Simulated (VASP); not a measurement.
# Si3N4 (P6_3/m) in VASP: further runs

Aim: see how the results for Si3N4 move with the level of theory and the settings. Levels: PBE, r2SCAN. Tasks: electric field gradients.

Program: VASP 6.6.1. These are calculated values, not measurements. Logs are shortened: lines on timing, memory, paths and dates and some standing lists are left out, and cuts for length are marked.

## Step 1: The cell of the first run

Symmetry: P6_3/m, No. 176, hexagonal system. Conventional cell: a = 7.614 Å, b = 7.614 Å, c = 2.912 Å, α = 90.00°, β = 90.00°, γ = 120.00°. Within 2.3 Å of Si (site symmetry m) lie 4 N at 1.72 to 1.75 Å. N (site symmetry -6) has 3 Si at 1.72 Å within 2.3 Å. N (site symmetry m) has 3 Si at 1.72 to 1.75 Å within 2.3 Å.

## Step 2: Electric field gradients, PBE

The input, INCAR:

```
SYSTEM = Si3N4
PREC = Accurate
ENCUT = 520
EDIFF = 1E-8
ISMEAR = -1
SIGMA = 0.02
LREAL = .False.
LASPH = .True.
NELM = 100
ALGO = Normal
ISIF = 2
LWAVE = .False.
LCHARG = .False.
GGA = PE
LEFG = .True.
NBANDS = 45
```

The input, KPOINTS:

```
regular mesh
0
Gamma
  4 4 9
  0 0 0
```

The input, POSCAR:

```
Si3N4
1.0
    7.6140000000      0.0000000000      0.0000000000
   -3.8070000000      6.5939174244      0.0000000000
    0.0000000000      0.0000000000      2.9123000000
Si N
6 8
Direct
    0.1799000000      0.7733000000      0.2500000000
    0.4066000000      0.1799000000      0.7500000000
    0.2267000000      0.4066000000      0.2500000000
    0.8201000000      0.2267000000      0.7500000000
    0.5934000000      0.8201000000      0.2500000000
    0.7733000000      0.5934000000      0.7500000000
    0.3333333333      0.6666666667      0.2500000000
    0.6666666667      0.3333333333      0.7500000000
    0.3356000000      0.0330000000      0.2500000000
    0.3026000000      0.3356000000      0.7500000000
    0.9670000000      0.3026000000      0.2500000000
    0.6644000000      0.9670000000      0.7500000000
    0.6974000000      0.6644000000      0.2500000000
    0.0330000000      0.6974000000      0.7500000000
```

Potentials or basis: VASP PAW PBE potentials, release 64 (Si, N).

On the command line:

```console
$ cat potpaw_PBE.64/Si/POTCAR potpaw_PBE.64/N/POTCAR > POTCAR
$ mpirun -np 1 vasp_std > vasp.out
```

OUTCAR:

```text
SYSTEM = Si3N4
   PREC = Accurate
   ENCUT = 520
   EDIFF = 1E-8
   ISMEAR = -1
   LREAL = .False.
   LASPH = .True.
   NELM = 100
   ISIF = 2
   GGA = PE

 ion  position               nearest neighbor table
   1  0.180  0.773  0.250-   9 1.72   7 1.72  14 1.75  14 1.75   3 2.99   5 2.99   2 3.06   2 3.06
                             6 3.06   6 3.06
   2  0.407  0.180  0.750-  10 1.72   8 1.72   9 1.75   9 1.75   6 2.99   4 2.99   1 3.06   1 3.06
                             3 3.06   3 3.06
   3  0.227  0.407  0.250-  11 1.72   7 1.72  10 1.75  10 1.75   5 2.99   1 2.99   2 3.06   2 3.06
                             4 3.06   4 3.06
   4  0.820  0.227  0.750-  12 1.72   8 1.72  11 1.75  11 1.75   6 2.99   2 2.99   5 3.06   5 3.06
                             3 3.06   3 3.06
   5  0.593  0.820  0.250-  13 1.72   7 1.72  12 1.75  12 1.75   3 2.99   1 2.99   4 3.06   4 3.06
                             6 3.06   6 3.06
   6  0.773  0.593  0.750-  14 1.72   8 1.72  13 1.75  13 1.75   2 2.99   4 2.99   5 3.06   5 3.06
                             1 3.06   1 3.06
   7  0.333  0.667  0.250-   1 1.72   5 1.72   3 1.72
   8  0.667  0.333  0.750-   4 1.72   2 1.72   6 1.72
   9  0.336  0.033  0.250-   1 1.72   2 1.75   2 1.75
  10  0.303  0.336  0.750-   2 1.72   3 1.75   3 1.75
  11  0.967  0.303  0.250-   3 1.72   4 1.75   4 1.75
  12  0.664  0.967  0.750-   4 1.72   5 1.75   5 1.75
  13  0.697  0.664  0.250-   5 1.72   6 1.75   6 1.75
  14  0.033  0.697  0.750-   6 1.72   1 1.75   1 1.75

  LATTYP: Found a hexagonal cell.
 ALAT       =     7.6140000000
 C/A-ratio  =     0.3824927765

  Lattice vectors:

 A1 = (   7.6140000000,   0.0000000000,   0.0000000000)
 A2 = (  -3.8070000000,   6.5939174244,   0.0000000000)
 A3 = (   0.0000000000,   0.0000000000,   2.9123000000)

Analysis of symmetry for initial positions (statically):
=====================================================================
 Subroutine PRICEL returns:
 Original cell was already a primitive cell.

 Routine SETGRP: Setting up the symmetry group for a
 hexagonal supercell.

 Subroutine GETGRP returns: Found 12 space group operations
 (whereof  6 operations were pure point group operations)
 out of a pool of 24 trial point group operations.

The static configuration has the point symmetry S_6 .
 The point group associated with its full space group is C_6h.

Analysis of symmetry for dynamics (positions and initial velocities):
=====================================================================
 Subroutine PRICEL returns:
 Original cell was already a primitive cell.

 Routine SETGRP: Setting up the symmetry group for a
 hexagonal supercell.

 Subroutine GETGRP returns: Found 12 space group operations
 (whereof  6 operations were pure point group operations)
 out of a pool of 24 trial point group operations.

The dynamic configuration has the point symmetry S_6 .
 The point group associated with its full space group is C_6h.

 Subroutine INISYM returns: Found 12 space group operations
 (whereof  6 operations are pure point group operations),
 and found     1 'primitive' translations

----------------------------------------------------------------------------------------

                                     Primitive cell

  volume of cell :     146.2152

  direct lattice vectors                    reciprocal lattice vectors
     7.614000000  0.000000000  0.000000000     0.131337011  0.075827459  0.000000000
    -3.807000000  6.593917424  0.000000000     0.000000000  0.151654917  0.000000000
     0.000000000  0.000000000  2.912300000     0.000000000  0.000000000  0.343371219

  length of vectors
     7.614000000  7.614000000  2.912300000     0.151654917  0.151654917  0.343371219

  position of ions in fractional coordinates (direct lattice)
     0.179900000  0.773300000  0.250000000
     0.406600000  0.179900000  0.750000000
     0.226700000  0.406600000  0.250000000
     0.820100000  0.226700000  0.750000000
     0.593400000  0.820100000  0.250000000
     0.773300000  0.593400000  0.750000000
     0.333333333  0.666666667  0.250000000
     0.666666667  0.333333333  0.750000000
     0.335600000  0.033000000  0.250000000
     0.302600000  0.335600000  0.750000000
     0.967000000  0.302600000  0.250000000
     0.664400000  0.967000000  0.750000000
     0.697400000  0.664400000  0.250000000
     0.033000000  0.697400000  0.750000000

  ion indices of the primitive-cell ions
   primitive index   ion index
                 1           1
                 2           2
                 3           3
                 4           4
                 5           5
                 6           6
                 7           7
                 8           8
[... 83 lines left out ...]
   PSTRESS=    0.0 pullay stress
   NELECT =      64.0000    total number of electrons
   NUPDOWN=      -1.0000    fix difference up-down
   EMIN   =  10.00;   EMAX   =-10.00  energy-range for DOS
   EFERMI =   0.00;   METHOD = LEGACY
   ISMEAR =    -1;   SIGMA  =   0.02  broadening in eV -4-tet -1-fermi 0-gaus
   EFERMI_NEDOS =   21; number of points for ismear=-14 and -15
   IALGO  =     38    algorithm
   IMIX   =      4    mixing-type and parameters
     AMIX     =   0.40;   BMIX     =  1.00
     AMIX_MAG =   1.60;   BMIX_MAG =  1.00
  volume/ion in A,a.u.               =      10.44        70.48
  Fermi-wavevector in a.u.,A,eV,Ry     =   1.242999  2.348927 21.021622  1.545046
  Thomas-Fermi vector in A             =   2.377329
   LORBIT       =      0    0 simple, 1 ext, 2 COOP (PROOUT), +10 PAW based schemes
   GGA     = PE    functional components
   LHFCALC =     F    Hartree Fock is set to
   AEXX    =    0.0000 exact exchange contribution
   IVDW    =     0    specifies the selected vdW correction
   LEPSILON=     F    determine dielectric tensor
   LRPA    =     F    only Hartree local field effects (RPA)
 non-spin polarized calculation
  energy-cutoff  :      520.00
  volume of cell :      146.22
 maximum number of plane-waves:      3971
 NGX is ok and might be reduce to    60
   NGX = 29   NGY = 29   NGZ = 11

 number of electron      63.9999992 magnetization

 Free energy of the ion-electron system (eV)
  ---------------------------------------------------
  ext. energy  EPLUGINS =         0.00000000
  ---------------------------------------------------
  free energy    TOTEN  =      -114.41932334 eV

  energy without entropy =     -114.41932334  energy(sigma->0) =     -114.41932334

 E-fermi :   7.1807     XC(G=0): -10.7841

 val. band max:        6.7333034141   @ k =   0.0000   0.0000   0.1111
 cond. band min:      11.0372415017   @ k =   0.0000   0.0000   0.0000
 fundamental gap:      4.3039380876
 Fermi energy:         7.1807246453

 k-point     1 :       0.0000    0.0000    0.0000
  band No.  band energies     occupation
      1     -11.4738      2.00000
      2      -9.9818      2.00000
      3      -9.9818      2.00000
      4      -9.4176      2.00000
      5      -9.2549      2.00000
      6      -9.2549      2.00000
[... 929 lines left out ...]
     43      14.4048      0.00000
     44      14.5108      0.00000
 [bands above 44 left out]

------------------------ aborting loop because EDIFF is reached ----------------------------------------

  FORCE on cell =-STRESS in cart. coord.  units (eV):
  Direction    XX          YY          ZZ          XY          YZ          ZX
  --------------------------------------------------------------------------------------
  -------------------------------------------------------------------------------------
  Total        5.0732637      5.0732637      2.1518569      0.0000001     -0.0000000      0.0000000
  in kB       55.5911335     55.5911335     23.5793317      0.0000009     -0.0000000      0.0000000
  external PRESSURE =      44.9205329 kB  Pullay stress =       0.0000000 kB

 VOLUME and BASIS-vectors are now :
 -----------------------------------------------------------------------------
  energy-cutoff  :      520.00
  volume of cell :      146.22
      direct lattice vectors                 reciprocal lattice vectors
     7.614000000  0.000000000  0.000000000     0.131337011  0.075827459  0.000000000
    -3.807000000  6.593917424  0.000000000     0.000000000  0.151654917  0.000000000
     0.000000000  0.000000000  2.912300000     0.000000000  0.000000000  0.343371219

 POSITION                                       TOTAL-FORCE (eV/Angst)
 -----------------------------------------------------------------------------------
     -1.57419      5.09908      0.72808        -0.238088     -0.489433      0.000000
      2.41097      1.18625      2.18423         0.304818     -0.450907     -0.000000
      0.17817      2.68109      0.72808         0.542905      0.038526      0.000000
      5.38119      1.49484      2.18423         0.238088      0.489433     -0.000000
      1.39603      5.40767      0.72808        -0.304818      0.450907     -0.000000
      3.62883      3.91283      2.18423        -0.542905     -0.038526     -0.000000
     -0.00000      4.39594      0.72808        -0.000000      0.000000      0.000000
      3.80700      2.19797      2.18423        -0.000000      0.000000     -0.000000
      2.42963      0.21760      0.72808        -0.435319      0.322932      0.000000
      1.02637      2.21292      2.18423        -0.497327     -0.215532     -0.000000
      6.21074      1.99532      0.72808        -0.062007     -0.538463     -0.000000
      1.37737      6.37632      2.18423         0.435319     -0.322932     -0.000000
      2.78063      4.38100      0.72808         0.497327      0.215532      0.000000
     -2.40374      4.59860      2.18423         0.062007      0.538463      0.000000
 -----------------------------------------------------------------------------------
    total drift:                               -0.000000      0.000000     -0.000000

  FREE ENERGIE OF THE ION-ELECTRON SYSTEM (eV)
  ---------------------------------------------------
  free  energy   TOTEN  =      -114.4193233384 eV

  energy  without entropy=     -114.4193233384  energy(sigma->0) =     -114.41932334

 Electric field gradients (V/A^2)
---------------------------------------------------------------------
 ion       V_xx      V_yy      V_zz      V_xy      V_xz      V_yz
---------------------------------------------------------------------
   1      -2.373    -0.864     3.237     6.716     0.000    -0.000
   2      -7.058     3.821     3.237    -4.011    -0.000    -0.000
   3       4.575    -7.812     3.237    -2.705    -0.000    -0.000
   4      -2.373    -0.864     3.237     6.716    -0.000    -0.000
   5      -7.058     3.821     3.237    -4.011     0.000     0.000
   6       4.575    -7.812     3.237    -2.705    -0.000    -0.000
   7      22.794    22.794   -45.588     0.001     0.000     0.000
   8      22.794    22.794   -45.588     0.001     0.000    -0.000
   9     -47.647    21.952    25.696     0.033     0.000     0.000
  10       4.523   -30.219    25.696   -30.154     0.000    -0.000
  11       4.580   -30.276    25.696    30.120    -0.000     0.000
  12     -47.647    21.952    25.696     0.033    -0.000     0.000
  13       4.523   -30.219    25.696   -30.154     0.000    -0.000
  14       4.580   -30.276    25.696    30.120     0.000     0.000
---------------------------------------------------------------------

 Electric field gradients after diagonalization (V/A^2)
 (convention: |V_zz| > |V_xx| > |V_yy|)
----------------------------------------------------------------------
 ion       V_xx      V_yy      V_zz     asymmetry (V_yy - V_xx)/ V_zz
----------------------------------------------------------------------
   1       5.140     3.237    -8.377       0.227
   2       5.140     3.237    -8.377       0.227
   3       5.140     3.237    -8.377       0.227
   4       5.140     3.237    -8.377       0.227
   5       5.140     3.237    -8.377       0.227
   6       5.140     3.237    -8.377       0.227
   7      22.795    22.793   -45.588       0.000
   8      22.795    22.793   -45.588       0.000
   9      25.696    21.952   -47.647       0.079
  10      25.696    21.951   -47.647       0.079
  11      25.696    21.951   -47.647       0.079
  12      25.696    21.952   -47.647       0.079
  13      25.696    21.951   -47.647       0.079
  14      25.696    21.951   -47.647       0.079
----------------------------------------------------------------------

           NMR quadrupolar parameters

 Cq : quadrupolar parameter    Cq=e*Q*V_zz/h
 eta: asymmetry parameters     (V_yy - V_xx)/ V_zz
 Q  : nuclear electric quadrupole moment in mb (millibarn)
----------------------------------------------------------------------
 ion       Cq(MHz)       eta       Q (mb)
----------------------------------------------------------------------
   1      -0.020       0.227       1.000
   2      -0.020       0.227       1.000
   3      -0.020       0.227       1.000
   4      -0.020       0.227       1.000
   5      -0.020       0.227       1.000
   6      -0.020       0.227       1.000
   7      -0.110       0.000       1.000
   8      -0.110       0.000       1.000
   9      -0.115       0.079       1.000
  10      -0.115       0.079       1.000
  11      -0.115       0.079       1.000
  12      -0.115       0.079       1.000
  13      -0.115       0.079       1.000
  14      -0.115       0.079       1.000
----------------------------------------------------------------------
```

It took 3.7 min on 1 thread of Intel Xeon 8259CL, shared host; peak memory 0.32 GiB.

What came out:

```yaml
Free_energy: -114.4193 eV
Pressure: 4.5 GPa
Largest_force: 0.544 eV/Å
Band_gap_on_the_k_mesh: 4.30 eV (least direct gap 4.48 eV)
Largest_electric_field_gradient_by_atom: Si -8.4; N -45.6, -47.6 (each value once) V/Å²
```

Forces in eV/Å, atoms in the order of the input:
```
Si  -0.238 -0.489  0.000
Si   0.305 -0.451  0.000
Si   0.543  0.039  0.000
Si   0.238  0.489  0.000
Si  -0.305  0.451  0.000
Si  -0.543 -0.039  0.000
N    0.000  0.000  0.000
N    0.000  0.000  0.000
N   -0.435  0.323  0.000
N   -0.497 -0.216  0.000
N   -0.062 -0.538  0.000
N    0.435 -0.323  0.000
N    0.497  0.216  0.000
N    0.062  0.538  0.000
```

Levels at points of the mesh, in eV from the valence-band top:
| k point | band 29 | band 30 | band 31 | band 32 | band 33 | band 34 | band 35 | band 36 |
| --- | --- | --- | --- | --- | --- | --- | --- | --- |
| (0.00, 0.00, 0.00) | -1.30 | -0.46 | -0.38 | -0.18 | 4.30 | 4.67 | 4.91 | 4.91 |
| (0.50, 0.00, 0.00) | -1.34 | -0.77 | -0.32 | -0.24 | 4.59 | 4.70 | 4.84 | 5.27 |

Electric field gradients, principal values (V/Å²):
| atom | least | middle | greatest (by size) |
| --- | --- | --- | --- |
| 1 Si | 3.237 | 5.140 | -8.377 |
| 2 Si | 3.237 | 5.140 | -8.377 |
| 3 Si | 3.237 | 5.140 | -8.377 |
| 4 Si | 3.237 | 5.140 | -8.377 |
| 5 Si | 3.237 | 5.140 | -8.377 |
| 6 Si | 3.237 | 5.140 | -8.377 |
| 7 N | 22.793 | 22.795 | -45.588 |
| 8 N | 22.793 | 22.795 | -45.588 |
| 9 N | 21.952 | 25.696 | -47.647 |
| 10 N | 21.951 | 25.696 | -47.647 |
| 11 N | 21.951 | 25.696 | -47.647 |
| 12 N | 21.952 | 25.696 | -47.647 |
| 13 N | 21.951 | 25.696 | -47.647 |
| 14 N | 21.951 | 25.696 | -47.647 |

Caveat: the cell stands under pressure; without QUAD_EFG the Cq values of the log hold for a quadrupole moment of 1 mb, not for the nuclei; an odd mesh through Γ misses points on the zone boundary, where band edges can lie. PBE gaps usually lie below the measured ones, often by a third to a half.

(Continued in part 2 of 2.)
